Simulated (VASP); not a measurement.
**Bi: single point with PBE**

Crystal: Bi.

```
Bi
1.0
     3.20225    0.00000    0.00000
     0.00000    3.20225    0.00000
     0.00000    0.00000    8.22008
Bi
4
Direct
  0.82682 0.82682 0.50000
  0.17318 0.17318 0.50000
  0.17318 0.82682 0.00000
  0.82682 0.17318 0.00000
```

The cell was built from a structure type or drawn by symmetry, and may not be a known phase.

```
Program                : VASP 6.6.1
Task                   : single point
Functional             : PBE
Potentials or basis    : VASP PAW PBE potentials, release 64 (Bi_d)
Cutoff                 : 520 eV
k mesh                 : 6 × 6 × 2
Occupations            : gaussian, width 0.1 eV
Spin                   : no spin polarisation
Dipole correction      : no
Further INCAR settings : ALGO = Normal; EDIFF = 1e-06; NBANDS = 38
```

- Pressure: 397.1 GPa
- Largest force: 139.977 eV/Å
- Band gap on the k mesh: zero (bands 30 and 31 overlap by 4.87 eV)

Forces on the atoms (eV/Å):
```
Bi  -98.979 -98.979   0.000
Bi   98.979  98.979   0.000
Bi   98.979 -98.979   0.000
Bi  -98.979  98.979   0.000
```

Stress tensor (GPa, compression positive):
```
596.96   0.00   0.00
  0.00 596.96   0.00
  0.00   0.00  -2.71
```

Levels at points of the mesh, in eV from the Fermi level:
```
           k point  band 26  band 27  band 28  band 29  band 30  band 31  band 32  band 33  band 34  band 35
(0.00, 0.00, 0.00)    -3.13    -1.89    -1.89    -1.43    -0.97    -0.01     1.61     1.61     4.88     4.88
(0.50, 0.00, 0.00)    -4.48    -3.10    -0.16    -0.06    -0.01     1.07     1.18     2.72     3.00     5.60
(0.50, 0.50, 0.00)   -11.09    -7.04    -6.72    -3.88    -2.34    -1.39    -1.39     2.33     3.97     3.97
(0.00, 0.00, 0.50)    -3.24    -1.89    -1.89    -1.20    -1.20     1.55     1.55     2.33     2.33     5.61
(0.50, 0.00, 0.50)    -5.72    -2.03    -2.03    -0.07    -0.07     1.14     1.14     4.93     4.93     6.00
(0.50, 0.50, 0.50)   -11.11    -6.89    -6.89    -3.11    -3.11    -1.25    -1.25     2.65     2.65     2.93
```

Run time: 59 s on 1 thread of Intel(R) Xeon(R) Platinum 8375C CPU @ 2.90GHz (Ice Lake), on a shared host, peak memory 0.2 GiB.

Caveat: the k points lie up to 0.38 Å⁻¹ apart, too coarse for converged energies and pressures of a metal; atoms lie so close that the PAW spheres overlap strongly, which falsifies energies and pressures; spin-orbit coupling is left out, which moves the levels of the heavy elements; forces of over 1 eV/Å act on the atoms, so gaps and moduli don't describe the material at rest.
